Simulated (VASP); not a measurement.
# CoO (Pm-3m) in VASP: notebook

CoO is run at these levels: PBE+U; tasks: single point.

Program: VASP 6.6.1. These are calculated values, not measurements. Logs are shortened: lines on timing, memory, paths and dates and some standing lists are left out, and cuts for length are marked.

## (1) The cell of the first run

Symmetry: Pm-3m, No. 221, cubic system. Conventional cell: a = 2.558 Å, b = 2.558 Å, c = 2.558 Å, α = 90.00°, β = 90.00°, γ = 90.00°. Within 2.9 Å of Co (site symmetry m-3m) lie 8 O at 2.22 Å and 6 Co at 2.56 Å. O (site symmetry m-3m) has 8 Co at 2.22 Å and 6 O at 2.56 Å within 2.9 Å.

## (2) Single point, PBE+U, collinear spin, ferromagnetic start

File INCAR:

```
PREC = Accurate
ENCUT = 520
EDIFF = 1E-6
ISMEAR = 0
SIGMA = 0.1
LREAL = False
LASPH = True
NELM = 150
ALGO = Normal
ISIF = 2
LWAVE = False
LCHARG = False
ISPIN = 2
MAGMOM = 3 0
LORBIT = 11
LMAXMIX = 4
LDAU = True
LDAUTYPE = 2
LDAUL = 2 -1
LDAUU = 3.32 0
LDAUJ = 0 0
LDAUPRINT = 1
GGA = PE
NBANDS = 18
```

File KPOINTS:

```
regular mesh
0
Gamma
  8 8 8
```

File POSCAR:

```
CoO
1.0
    2.5580026086      0.0000000000      0.0000000000
    0.0000000000      2.5580026086      0.0000000000
    0.0000000000      0.0000000000      2.5580026086
Co O
1 1
Direct
    0.0000000000      0.0000000000      0.0000000000
    0.5000000000      0.5000000000      0.5000000000
```

Potentials or basis: VASP PAW PBE potentials, release 64 (Co, O).

Command:

```sh
cat potpaw_PBE.64/Co/POTCAR potpaw_PBE.64/O/POTCAR > POTCAR
mpirun -np 1 vasp_std > vasp.out
```

OUTCAR:

```text
PREC = Accurate
   ENCUT = 520
   EDIFF = 1E-6
   ISMEAR = 0
   LREAL = False
   LASPH = True
   NELM = 150
   ISIF = 2
   ISPIN = 2
   LORBIT = 11
   GGA = PE

 ion  position               nearest neighbor table
   1  0.000  0.000  0.000-   2 2.22   2 2.22   2 2.22   2 2.22   2 2.22   2 2.22   2 2.22   2 2.22

   2  0.500  0.500  0.500-   1 2.22   1 2.22   1 2.22   1 2.22   1 2.22   1 2.22   1 2.22   1 2.22

  LATTYP: Found a simple cubic cell.
 ALAT       =     2.5580026086

  Lattice vectors:

 A1 = (   2.5580026086,   0.0000000000,   0.0000000000)
 A2 = (   0.0000000000,   2.5580026086,   0.0000000000)
 A3 = (   0.0000000000,   0.0000000000,   2.5580026086)

Analysis of symmetry for initial positions (statically):
=====================================================================
 Subroutine PRICEL returns:
 Original cell was already a primitive cell.

 Routine SETGRP: Setting up the symmetry group for a
 simple cubic supercell.

 Subroutine GETGRP returns: Found 48 space group operations
 (whereof 48 operations were pure point group operations)
 out of a pool of 48 trial point group operations.

The static configuration has the point symmetry O_h .

Analysis of symmetry for dynamics (positions and initial velocities):
=====================================================================
 Subroutine PRICEL returns:
 Original cell was already a primitive cell.

 Routine SETGRP: Setting up the symmetry group for a
 simple cubic supercell.

 Subroutine GETGRP returns: Found 48 space group operations
 (whereof 48 operations were pure point group operations)
 out of a pool of 48 trial point group operations.

The dynamic configuration has the point symmetry O_h .

Analysis of structural, dynamic, and magnetic symmetry:
=====================================================================
 Subroutine PRICEL returns:
 Original cell was already a primitive cell.

 Routine SETGRP: Setting up the symmetry group for a
 simple cubic supercell.

 Subroutine GETGRP returns: Found 48 space group operations
 (whereof 48 operations were pure point group operations)
 out of a pool of 48 trial point group operations.

The overall configuration has the point symmetry O_h .

 Subroutine INISYM returns: Found 48 space group operations
 (whereof 48 operations are pure point group operations),
 and found     1 'primitive' translations

----------------------------------------------------------------------------------------

                                     Primitive cell

  volume of cell :      16.7380

  direct lattice vectors                    reciprocal lattice vectors
     2.558002609  0.000000000  0.000000000     0.390930016  0.000000000  0.000000000
     0.000000000  2.558002609  0.000000000     0.000000000  0.390930016  0.000000000
     0.000000000  0.000000000  2.558002609     0.000000000  0.000000000  0.390930016

  length of vectors
     2.558002609  2.558002609  2.558002609     0.390930016  0.390930016  0.390930016

  position of ions in fractional coordinates (direct lattice)
     0.000000000  0.000000000  0.000000000
     0.500000000  0.500000000  0.500000000

  ion indices of the primitive-cell ions
   primitive index   ion index
                 1           1
                 2           2

----------------------------------------------------------------------------------------

 KPOINTS: regular mesh

Automatic generation of k-mesh.
 Grid dimensions read from file:
 generate k-points for:    8    8    8

 Generating k-lattice:

  Cartesian coordinates                     Fractional coordinates (reciprocal lattice)
     0.048866252  0.000000000  0.000000000     0.125000000  0.000000000  0.000000000
     0.000000000  0.048866252  0.000000000     0.000000000  0.125000000  0.000000000
     0.000000000  0.000000000  0.048866252     0.000000000  0.000000000  0.125000000

[... 56 lines left out ...]
   EDIFF  = 0.1E-05   stopping-criterion for ELM
   LREAL  =      F    real-space projection
   EDIFFG = 0.1E-04   stopping-criterion for IOM
   NSW    =      0    number of steps for IOM
   IBRION =     -1    ionic relax: 0-MD 1-quasi-New 2-CG
   NFREE  =      0    steps in history (QN), initial steepest desc. (CG)
   ISIF   =      2    stress and relaxation
   ISYM   =      2    0-nonsym 1-usesym 2-fastsym
   POTIM  = 0.5000    time-step for ionic-motion
   TEBEG  =    0.0;   TEEND  =   0.0 temperature during run
   PSTRESS=    0.0 pullay stress
   NELECT =      15.0000    total number of electrons
   NUPDOWN=      -1.0000    fix difference up-down
   EMIN   =  10.00;   EMAX   =-10.00  energy-range for DOS
   EFERMI =   0.00;   METHOD = LEGACY
   ISMEAR =     0;   SIGMA  =   0.10  broadening in eV -4-tet -1-fermi 0-gaus
   EFERMI_NEDOS =   21; number of points for ismear=-14 and -15
   IALGO  =     38    algorithm
   IMIX   =      4    mixing-type and parameters
     AMIX     =   0.40;   BMIX     =  1.00
     AMIX_MAG =   1.60;   BMIX_MAG =  1.00
  volume/ion in A,a.u.               =       8.37        56.48
  Fermi-wavevector in a.u.,A,eV,Ry     =   1.578353  2.982656 33.894829  2.491200
  Thomas-Fermi vector in A             =   2.678897
   LORBIT       =     11    0 simple, 1 ext, 2 COOP (PROOUT), +10 PAW based schemes
 LDA+U is selected, type is set to LDAUTYPE =  2
   angular momentum for each species LDAUL =     2   -1
   U (eV)           for each species LDAUU =   3.3  0.0
   J (eV)           for each species LDAUJ =   0.0  0.0
   GGA     = PE    functional components
   LHFCALC =     F    Hartree Fock is set to
   AEXX    =    0.0000 exact exchange contribution
   IVDW    =     0    specifies the selected vdW correction
   LEPSILON=     F    determine dielectric tensor
   LRPA    =     F    only Hartree local field effects (RPA)
 spin polarized calculation
 Gauss-broadening in eV      SIGMA  =   0.10
  energy-cutoff  :      520.00
  volume of cell :       16.74
 maximum number of plane-waves:       468
 NGX is ok and might be reduce to    20
   NGX =  9   NGY =  9   NGZ =  9

atom =   1  type =  1  l = 2

 onsite density matrix

spin component  1

  0.9995 -0.0000 -0.0000  0.0000  0.0000
 -0.0000  0.9995  0.0000  0.0000 -0.0000
 -0.0000  0.0000  0.9631 -0.0000  0.0000
  0.0000  0.0000 -0.0000  0.9995 -0.0000
  0.0000 -0.0000  0.0000 -0.0000  0.9631

spin component  2

  0.1241  0.0000 -0.0000 -0.0000  0.0000
  0.0000  0.1241  0.0000 -0.0000 -0.0000
 -0.0000  0.0000  0.9513  0.0000  0.0000
 -0.0000 -0.0000  0.0000  0.1241  0.0000
  0.0000 -0.0000  0.0000  0.0000  0.9513

 occupancies and eigenvectors

  o =  0.1241  v =  0.0000  0.0000  0.0000  0.0000  0.0000  0.0195 -0.9997  0.0000 -0.0171 -0.0000      0.0000  0.0000  0.0000  0.0000  0.0000  0.0000  0.0000  0.0000  0.0000  0.0000
  o =  0.1241  v =  0.0000  0.0000  0.0000  0.0000  0.0000  0.0542 -0.0160  0.0000  0.9984 -0.0000      0.0000  0.0000  0.0000  0.0000  0.0000  0.0000  0.0000  0.0000  0.0000  0.0000
  o =  0.1241  v =  0.0000  0.0000  0.0000  0.0000  0.0000  0.9983  0.0204  0.0000 -0.0538  0.0000      0.0000  0.0000  0.0000  0.0000  0.0000  0.0000  0.0000  0.0000  0.0000  0.0000
  o =  0.9513  v =  0.0000  0.0000  0.0000  0.0000  0.0000  0.0000 -0.0000  0.0015  0.0000  1.0000      0.0000  0.0000  0.0000  0.0000  0.0000  0.0000  0.0000  0.0000  0.0000  0.0000
  o =  0.9513  v =  0.0000  0.0000  0.0000  0.0000  0.0000 -0.0000  0.0000  1.0000  0.0000 -0.0015      0.0000  0.0000  0.0000  0.0000  0.0000  0.0000  0.0000  0.0000  0.0000  0.0000
  o =  0.9631  v =  0.0000  0.0000 -0.0497  0.0000  0.9988  0.0000  0.0000  0.0000  0.0000  0.0000      0.0000  0.0000  0.0000  0.0000  0.0000  0.0000  0.0000  0.0000  0.0000  0.0000
  o =  0.9631  v =  0.0000  0.0000  0.9988  0.0000  0.0497  0.0000  0.0000  0.0000  0.0000  0.0000      0.0000  0.0000  0.0000  0.0000  0.0000  0.0000  0.0000  0.0000  0.0000  0.0000
  o =  0.9995  v =  1.0000  0.0000  0.0000  0.0000  0.0000  0.0000  0.0000  0.0000  0.0000  0.0000      0.0000  0.0000  0.0000  0.0000  0.0000  0.0000  0.0000  0.0000  0.0000  0.0000
  o =  0.9995  v =  0.0000  0.0650  0.0000 -0.9979  0.0000  0.0000  0.0000  0.0000  0.0000  0.0000      0.0000  0.0000  0.0000  0.0000  0.0000  0.0000  0.0000  0.0000  0.0000  0.0000
  o =  0.9995  v =  0.0000 -0.9979  0.0000 -0.0650  0.0000  0.0000  0.0000  0.0000  0.0000  0.0000      0.0000  0.0000  0.0000  0.0000  0.0000  0.0000  0.0000  0.0000  0.0000  0.0000

 number of electron      15.0000023 magnetization       3.0000379

 Free energy of the ion-electron system (eV)
  ---------------------------------------------------
  ext. energy  EPLUGINS =         0.00000000
  ---------------------------------------------------
  free energy    TOTEN  =       -11.18540854 eV

  energy without entropy =      -11.18540854  energy(sigma->0) =      -11.18540854

 E-fermi :   9.5539     XC(G=0): -13.3365

 val. band max:        9.1170805004   @ k =   0.5000   0.0000   0.0000
 cond. band min:      10.5864387920   @ k =   0.5000   0.5000   0.0000
 fundamental gap:      1.4693582916
 Fermi energy:         9.5539128044

 spin component 1

 k-point     1 :       0.0000    0.0000    0.0000
  band No.  band energies     occupation
      1     -10.8797      1.00000
      2       3.7959      1.00000
      3       3.7960      1.00000
      4       4.9807      1.00000
      5       4.9807      1.00000
      6       4.9808      1.00000
[... 1001 lines left out ...]
     17      40.3504      0.00000
     18      41.1053      0.00000

 [... further k-points ...]
[... 5 lines left out ...]
  --------------------------------------------------------------------------------------
  -------------------------------------------------------------------------------------
  Total        2.2826921      2.2826921      2.2826921      0.0000000     -0.0000000      0.0000000
  in kB      218.5017741    218.5017741    218.5017741      0.0000000     -0.0000000      0.0000000
  external PRESSURE =     218.5017741 kB  Pullay stress =       0.0000000 kB

 VOLUME and BASIS-vectors are now :
 -----------------------------------------------------------------------------
  energy-cutoff  :      520.00
  volume of cell :       16.74
      direct lattice vectors                 reciprocal lattice vectors
     2.558002609  0.000000000  0.000000000     0.390930016  0.000000000  0.000000000
     0.000000000  2.558002609  0.000000000     0.000000000  0.390930016  0.000000000
     0.000000000  0.000000000  2.558002609     0.000000000  0.000000000  0.390930016

 POSITION                                       TOTAL-FORCE (eV/Angst)
 -----------------------------------------------------------------------------------
      0.00000      0.00000      0.00000         0.000000      0.000000      0.000000
      1.27900      1.27900      1.27900         0.000000      0.000000      0.000000
 -----------------------------------------------------------------------------------
    total drift:                                0.000000      0.000000      0.000000

  FREE ENERGIE OF THE ION-ELECTRON SYSTEM (eV)
  ---------------------------------------------------
  free  energy   TOTEN  =       -11.1854085354 eV

  energy  without entropy=      -11.1854085354  energy(sigma->0) =      -11.18540854

 total charge

# of ion       s       p       d       tot
------------------------------------------
    1        0.315   0.401   7.173   7.889
    2        1.568   3.448   0.000   5.016
--------------------------------------------------
tot          1.884   3.848   7.173  12.905

 magnetization (x)

# of ion       s       p       d       tot
------------------------------------------
    1        0.011   0.015   2.648   2.675
    2        0.023   0.264   0.000   0.287
--------------------------------------------------
tot          0.034   0.279   2.648   2.962
```

Run time: 30 s. Hardware: 1 thread of Intel Xeon 8259CL, shared host; peak memory 0.14 GiB.

What came out:

| Quantity | Value |
| --- | --- |
| Free energy | -11.1854 eV |
| Pressure | 21.9 GPa |
| Band gap on the k mesh | 1.47 eV (least direct gap 1.83 eV) |
| Net moment | 3.00 μB per cell |
| Site moments | Co +2.67; O +0.29 μB |
| Valence electrons inside the program's atomic spheres | Co 7.89; O 5.02 |

Eigenvalues of the final occupation matrices:
```csv
site,spin,trace,eigenvalues
site 1 d,1,4.92,0.96 0.96 1.00 1.00 1.00
site 1 d,2,2.27,0.12 0.12 0.12 0.95 0.95
```

Caveat: the cell stands under pressure; a cell with one magnetic atom can't hold antiferromagnetic order, which such compounds often take.

## (3) Single point, PBE+U, collinear spin, ferromagnetic start

This run uses another cell than the first one, of 9.41 Å³/atom.

File INCAR:

```
ALGO = Normal ; EDIFF = 1E-6
ENCUT = 520 ; GGA = PE
ISIF = 2 ; ISMEAR = 0
ISPIN = 2 ; LASPH = T
LCHARG = T ; LDAU = T
LDAUJ = 0 0 ; LDAUL = 2 -1
LDAUPRINT = 1 ; LDAUTYPE = 2
LDAUU = 3.32 0 ; LELF = T
LMAXMIX = 4 ; LORBIT = 11
LREAL = F ; LVHAR = T
LWAVE = F ; MAGMOM = 2.83 0.35
NBANDS = 18 ; NELM = 150
PREC = Accurate ; SIGMA = 0.1
```

File KPOINTS:

```
k-points
0
Gamma
  8 8 8
```

File POSCAR:

```
CoO
1.0
    2.6602456836      0.0000000000      0.0000000000
    0.0000000000      2.6602456836      0.0000000000
    0.0000000000      0.0000000000      2.6602456836
Co O
1 1
Direct
    0.0000000000      0.0000000000      0.0000000000
    0.5000000000      0.5000000000      0.5000000000
```

Potentials or basis: VASP PAW PBE potentials, release 64 (Co, O).

Command:

```sh
cat potpaw_PBE.64/Co/POTCAR potpaw_PBE.64/O/POTCAR > POTCAR
mpirun -np 1 vasp_std > vasp.out
```

Wall time 32 s (1 thread of Intel Xeon 8259CL, shared host); peak memory 0.14 GiB.

It converged, with:

```
Free energy                                           : -11.2895 eV
Pressure                                              : -3.7 GPa
Band gap on the k mesh                                : 1.04 eV (least direct gap 1.61 eV)
Net moment                                            : 3.00 μB per cell
Site moments                                          : Co +2.69; O +0.26 μB
Valence electrons inside the program's atomic spheres : Co 7.70; O 4.95
```

Levels at points of the mesh, in eV from the valence-band top:
Spin up:
```tsv
k point	band 5	band 6	band 7	band 8	band 9	band 10	band 11	band 12	band 13	band 14
(0.00, 0.00, 0.00)	-4.17	-4.17	-1.53	-1.53	-1.53	1.04	14.96	14.96	19.73	19.73
(0.50, 0.00, 0.00)	-4.63	-4.11	-2.26	0.00	0.00	6.48	8.30	16.98	17.64	17.64
(0.50, 0.50, 0.00)	-4.63	-4.59	-4.41	-2.54	-0.61	5.56	11.47	11.47	16.09	23.21
(0.50, 0.50, 0.50)	-2.51	-2.51	-0.74	-0.74	-0.74	7.18	7.18	7.18	14.08	20.92
```
Spin down:
```tsv
k point	band 4	band 5	band 6	band 7	band 8	band 9
(0.00, 0.00, 0.00)	-1.02	-1.02	-1.02	1.74	2.51	2.51
(0.50, 0.00, 0.00)	-1.49	-1.49	-0.76	2.61	3.35	3.35
(0.50, 0.50, 0.00)	-3.06	-0.88	-0.10	1.51	1.83	1.83
(0.50, 0.50, 0.50)	-4.53	-0.84	-0.84	3.68	3.68	3.68
```

Eigenvalues of the final occupation matrices:
| site | spin | trace | eigenvalues |
| --- | --- | --- | --- |
| site 1 d | 1 | 4.89 | 0.96 0.96 0.99 0.99 0.99 |
| site 1 d | 2 | 2.22 | 0.11 0.11 0.11 0.95 0.95 |

Caveat: the cell stands under tension; a cell with one magnetic atom can't hold antiferromagnetic order, which such compounds often take.
